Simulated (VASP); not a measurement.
Input of a VASP 6.6.1 run:

INCAR

```
SYSTEM = Al3SbP2
ALGO = Normal
EDIFF = 1E-6
ENCUT = 520
GGA = PE
ISIF = 2
ISMEAR = 0
LASPH = .TRUE.
LCHARG = .FALSE.
LREAL = .FALSE.
LWAVE = .FALSE.
NBANDS = 21
NELM = 80
PREC = Accurate
SIGMA = 0.01
```

Contents of KPOINTS:

```
k-points
0
G
  10 10 10
  0 0 0
```

POSCAR

```
Al3SbP2
1.0
   -2.0176075258      2.0176075258      8.5563701041
    2.0176075258     -2.0176075258      8.5563701041
    2.0176075258      2.0176075258     -8.5563701041
P Al Sb
2 3 1
Direct
    0.1733259240      0.1733259240      0.0000000000
    0.8266740760      0.8266740760      0.0000000000
    0.7500000000      0.2500000000      0.5000000000
    0.4037481006      0.9037481006      0.5000000000
    0.0962518994      0.5962518994      0.5000000000
    0.5000000000      0.5000000000      0.0000000000
```

Potentials or basis: VASP PAW PBE potentials, release 64 (P, Al, Sb).

The run is started by

```console
$ cat potpaw_PBE.64/P/POTCAR potpaw_PBE.64/Al/POTCAR potpaw_PBE.64/Sb/POTCAR > POTCAR
$ mpirun -np 1 vasp_std > vasp.out
```

Predict the band gap on the k mesh.

1.04 eV (least direct gap 1.23 eV).

What does it give for the largest force?

0.106 eV/Å.

What does it give for the pressure?

1.4 GPa.

Stress tensor (GPa, compression positive):
```
1.34 0.00 0.00
0.00 1.34 0.00
0.00 0.00 1.42
```

Caveat: spin-orbit coupling is left out, which moves the levels of the heavy elements. A k mesh can miss the band edges.
